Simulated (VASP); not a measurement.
The system is MoS2.

```
Mo S
1.0
     3.16100    0.00000    0.00000
    -1.58050    2.73751    0.00000
     0.00000    0.00000   12.29500
Mo S
2 4
Direct
  0.33333 0.66667 0.25000
  0.66667 0.33333 0.75000
  0.33333 0.66667 0.62750
  0.66667 0.33333 0.12750
  0.33333 0.66667 0.87250
  0.66667 0.33333 0.37250
```

Base run:

- Program: VASP 6.6.1
- Functional: LDA
- Potentials or basis: VASP PAW LDA potentials, release 64 (Mo_sv, S)
- Cutoff: 500 eV
- k mesh: 8 × 8 × 2
- Occupations: gaussian, width 0.05 eV
- Spin: collinear spin
- Starting moments: [1.38, 1.38, 0.05, 0.05, 0.05, 0.05] μB
- Fixed moment: 4 μB
- Hubbard terms: Mo d U = 2.5 eV

Its results: pressure 14.7 GPa; site moments Mo +1.57; S +0.05 μB; largest force 1.458 eV/Å.

The run is repeated on the same cell with these changes: fixed moment from 4 μB to 3.6 μB; moments at the start from [1.38, 1.38, 0.05, 0.05, 0.05, 0.05] to [1.27, 1.27, 0.04, 0.04, 0.04, 0.04]. What comes out?

Pressure 13.2 GPa; site moments Mo +1.44; S +0.04 μB; largest force 1.367 eV/Å.

Caveats: the total moment is fixed, so each spin has its own Fermi level and the state may be an excited one; forces of over 1 eV/Å act on the atoms, so gaps and moduli don't describe the material at rest; the moment is held away from its start (at least some runs); the stress differs along the axes, from 11 to 16 GPa (at least some runs); the cell stands under pressure (at least some runs).
